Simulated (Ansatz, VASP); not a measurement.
# One calculation of Ag, two programs

```xyz
2
Lattice="2.8128 0.0000 0.0000 -1.4064 2.4360 0.0000 0.0000 0.0000 4.7900" Properties=species:S:1:pos:R:3 pbc="T T T"
Ag    0.0000    1.6240    1.1975
Ag    1.4064    0.8120    3.5925
```

Change from the starting cell: strain -0.040 along x and y, +0.000 along z, atoms carried along.

Alike in both runs: task single point; functional PBEsol; k mesh 18 × 18 × 10; occupations gaussian, width 0.15 eV; no spin polarisation.

|  | VASP | Ansatz |
| --- | --- | --- |
| version | VASP 6.6.1 | Ansatz 0.2.0 |
| potentials or method | VASP PAW PBE potentials, release 64 (Ag), cutoff 520 eV | scalar-relativistic, plane waves, PAW |
| valence electrons in the cell | 22 | 38 |

VASP gave:

- gap on the k mesh at the Fermi level (eV): none
- pressure (GPa): 2.2
- traceless stress, the component that is largest in VASP (GPa): -3.23

Problem. Which values does Ansatz return?

Solution. gap on the k mesh at the Fermi level (eV): none; pressure (GPa): 2.4; traceless stress, the component that is largest in VASP (GPa): -3.25.

VASP's potentials were made for PBE, not for PBEsol. A gap of «none» marks a metal or a gap that the smearing closes. VASP's potentials hold 22 valence electrons a cell and Ansatz's 38, so a difference there can come from the potentials and not from the codes.
